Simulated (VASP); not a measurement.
Input of a VASP 6.6.1 run:

The input INCAR:

```
ALGO     = Normal         # electronic algorithm
EDIFF    = 1E-6           # SCF threshold, eV
ENCUT    = 520            # plane-wave cutoff, eV
GGA      = PE             # functional
ISIF     = 2              # what is computed and relaxed
ISMEAR   = -1             # smearing method
LASPH    = True           # aspherical terms in the spheres
LCHARG   = True           # write CHGCAR
LELF     = True           # ELF
LREAL    = False          # projectors in reciprocal space
LVHAR    = True         
LWAVE    = False          # write WAVECAR
NBANDS   = 8              # bands
NELM     = 80             # most SCF steps
PREC     = Accurate       # precision mode
SIGMA    = 0.08           # smearing width, eV
```

The input KPOINTS:

```
k-points
0
Gamma
  16 16 15
```

Contents of POSCAR:

```
Si
1.0
    2.3375225675      0.0000000000      0.0000000000
   -1.1687612837      2.0243539253      0.0000000000
    0.0000000000      0.0000000000      2.2291489091
Si
1
Direct
    0.0000000000      0.0000000000      0.0000000000
```

Potentials or basis: VASP PAW PBE potentials, release 64 (Si).

The run is started by

```console
$ cat potpaw_PBE.64/Si/POTCAR > POTCAR
$ mpirun -np 1 vasp_std > vasp.out
```

(1) Estimate the band gap on the k mesh.

(2) Predict the pressure.

## Answers

(1) zero (band 2 reaches 22.08 eV, above the bottom of band 3 at 9.70 eV).

(2) 84.0 GPa.
